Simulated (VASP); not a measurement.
The system is ZrInS3.

```xyz
5
Lattice="5.1885 0.0000 0.0000 0.0000 5.1885 0.0000 0.0000 0.0000 5.1885" Properties=species:S:1:pos:R:3 pbc="T T T"
Zr    2.5943    2.5943    2.5943
In    0.0000    0.0000    0.0000
S     2.5943    0.0000    0.0000
S     0.0000    2.5943    0.0000
S     0.0000    0.0000    2.5943
```

The cell was generated, and may not be a known phase.

- Program: VASP 6.6.1
- Task: relaxation of cell and atoms
- Functional: PBE
- Potentials or basis: VASP PAW PBE potentials, release 64 (Zr_sv, In_d, S)
- Cutoff: 600 eV
- k mesh: 4 × 4 × 4
- Occupations: gaussian, width 0.1 eV
- Spin: no spin polarisation

At the start: pressure -8.5 GPa; volume 27.94 Å³/atom.

Problem. Where does the relaxation end?

Solution. Over 3 steps the energy falls by 144.9 meV/atom and the volume is 23.34 Å³/atom (-16.5 %); space group Pm-3m (No. 221, to 0.1 Å) before and after.

Step by step:
```tsv
step	energy change (eV)	largest force (eV/Å)	pressure (GPa)	volume (Å³)
1	0.0000	0.0000	-8.52	139.68
2	-0.6726	0.0000	3.48	111.74
3	-0.7246	0.0000	0.03	116.68
```

Final structure:
```xyz
5
Lattice="4.8865 0.0000 0.0000 0.0000 4.8865 0.0000 0.0000 0.0000 4.8865" Properties=species:S:1:pos:R:3 pbc="T T T"
Zr    2.4433    2.4433    2.4433
In    0.0000    0.0000    0.0000
S     2.4433    0.0000    0.0000
S     0.0000    2.4433    0.0000
S     0.0000    0.0000    2.4433
```

Caveat: the volume moved by over 15 % at a fixed basis, so the end points are rough; the highest band is partly filled, so the run has too few bands.
